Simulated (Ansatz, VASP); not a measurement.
**TiAl: VASP beside Ansatz**

Contents of INCAR:

```
PREC     = Accurate       # precision mode
ENCUT    = 520            # plane-wave cutoff, eV
EDIFF    = 1E-6           # SCF threshold, eV
ISMEAR   = 0              # smearing method
SIGMA    = 0.15           # smearing width, eV
LREAL    = F              # projectors in reciprocal space
LASPH    = T              # aspherical terms in the spheres
NELM     = 80             # most SCF steps
ALGO     = Fast           # electronic algorithm
ISIF     = 2              # what is computed and relaxed
LWAVE    = F              # write WAVECAR
LCHARG   = F              # write CHGCAR
GGA      = CA             # functional
NBANDS   = 23             # bands
```

Contents of KPOINTS:

```
regular mesh
0
Gamma
  16 16 16
```

Contents of POSCAR:

```
TiAl
1.0
   -2.8120068102      0.0000000000      0.0000000000
    0.0000000000      4.8705386665      0.0000000000
    1.4060034051     -2.4352693333     -4.5900455634
Ti Al
2 2
Direct
    0.4829614334      0.5000000000      0.0000000000
   -0.0170385666      0.0000000000      0.0000000000
    0.7802275228      0.0833333333      0.5000000000
    0.2802275228      0.5833333333      0.5000000000
```

Input for Ansatz:

```yaml
crystal:
  lattice:
    - [-2.8120068102, 0.0, 0.0]
    - [0.0, 4.8705386665, 0.0]
    - [1.4060034051, -2.4352693333, -4.5900455634]
  atoms:
    - { symbol: Ti, position: [0.4829614334, 0.5, 0.0] }
    - { symbol: Ti, position: [-0.0170385666, 0.0, 0.0] }
    - { symbol: Al, position: [0.7802275228, 0.0833333333, 0.5] }
    - { symbol: Al, position: [0.2802275228, 0.5833333333, 0.5] }
basis:
  ecutwfc: 520.0
kpoints:
  mp_grid: { grid: [16, 16, 16] }
hamiltonian:
  xc: lda
  pseudopotentials: { kind: paw, azcp: { folder: soft_1 } }
scf:
  occupations: { method: gaussian, width: 0.15 }
output:
  forces: true
  stress: true
  eigenvalues: true
```

Change from the starting cell: mode 6 frozen in at -0.085 Å and mode 11 at +0.000 Å (largest displacements).

Alike in both runs: task single point; functional LDA; k mesh 16 × 16 × 16; occupations gaussian, width 0.15 eV; no spin polarisation.

```csv
,VASP,Ansatz
version,VASP 6.6.1,Ansatz 0.2.0
potentials or method,"VASP PAW LDA potentials, release 64 (Ti_sv, Al), cutoff 520 eV","scalar-relativistic, plane waves, PAW"
valence electrons in the cell,30,30
```

VASP gave:

| Property | Result |
| --- | --- |
| gap on the k mesh at the Fermi level (eV) | none |
| pressure (GPa) | 0.2 |
| traceless stress, the component that is largest in VASP (GPa) | -2.30 |
| rms of the force components (eV/Å) | 0.164 |

What did Ansatz give for the same quantities?

gap on the k mesh at the Fermi level (eV): none; pressure (GPa): 0.2; traceless stress, the component that is largest in VASP (GPa): -2.29; rms of the force components (eV/Å): 0.164.

Ansatz warns that its potentials were made for another functional, while VASP's fit it. LDA's correlation is that of Perdew and Zunger in VASP and of Perdew and Wang (1992) in Ansatz. Atom by atom the forces differ by 0.000 eV/Å (rms over components). A gap of «none» marks a metal or a gap that the smearing closes.
